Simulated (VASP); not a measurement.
Write the native input for VASP 6.6.1 that does the following.

| Property | Result |
| --- | --- |
| Task | single point |
| Functional | PBE |
| Potentials or basis | VASP PAW PBE potentials, release 64 (Rb_sv, Y_sv, P) |
| Cutoff | 520 eV |
| k mesh | 2 × 2 × 2 |
| Occupations | gaussian, width 0.1 eV |
| Spin | no spin polarisation |
| Dipole correction | no |
| Further INCAR settings | ALGO = Normal; EDIFF = 1e-06; NBANDS = 60 |

The structure of Rb3YP2 lies in POSCAR:

```
Rb3YP2
1.0
    0.0000000000      0.0000000000      7.4681658244
    7.8014098573      0.0000000000      0.0000000000
   -3.9007049286      7.6808026609     -3.7340829122
Rb Y P
6 2 4
Direct
    0.7500000000      0.5000000000      0.0000000000
    0.5104908101      0.2604908101      0.5209816201
    0.9895091899      0.7395091899      0.4790183799
    0.2500000000      0.5000000000      1.0000000000
    0.0104908101      0.2604908101      0.5209816201
    0.4895091899      0.7395091899      0.4790183799
    0.7500000000      0.0000000000      0.0000000000
    0.2500000000      0.0000000000      0.0000000000
    0.9009463117      0.7173869071      0.8018926235
    0.5990536883      0.9154942836      0.1981073765
    0.4009463117      0.0845057164      0.8018926235
    0.0990536883      0.2826130929      0.1981073765
```

These files were run (other wordings do the same):

INCAR

```
SYSTEM = Rb3YP2
PREC     = Accurate       ! precision mode
ENCUT    = 520            ! plane-wave cutoff, eV
EDIFF    = 1E-6           ! SCF threshold, eV
ISMEAR   = 0              ! smearing method
SIGMA    = 0.1            ! smearing width, eV
LREAL    = .FALSE.        ! projectors in reciprocal space
LASPH    = .TRUE.         ! aspherical terms in the spheres
NELM     = 100            ! most SCF steps
ALGO     = Normal         ! electronic algorithm
ISIF     = 2              ! what is computed and relaxed
LWAVE    = .FALSE.        ! write WAVECAR
LCHARG   = .TRUE.         ! write CHGCAR
GGA      = PE             ! functional
LELF     = .TRUE.         ! ELF
LVHAR    = .TRUE.       
NBANDS   = 60             ! bands
```

KPOINTS

```
Automatic mesh
0
G
  2 2 2
  0 0 0
```

Potentials or basis: VASP PAW PBE potentials, release 64 (Rb_sv, Y_sv, P).

Command:

```sh
$ cat potpaw_PBE.64/Rb_sv/POTCAR potpaw_PBE.64/Y_sv/POTCAR potpaw_PBE.64/P/POTCAR > POTCAR
$ mpirun -np 1 vasp_std > vasp.out
```

It gave:

| Quantity | Value |
| --- | --- |
| Pressure | 0.0 GPa |
| Largest force | 0.008 eV/Å |
| Band gap on the k mesh | 0.98 eV, direct |

Caveat: the k points lie up to 0.47 Å⁻¹ apart.

Run time: 6.3 min on 1 thread of Intel(R) Xeon(R) Platinum 8175M CPU @ 2.50GHz (Skylake/Cascade Lake), on a shared host, peak memory 0.59 GiB.
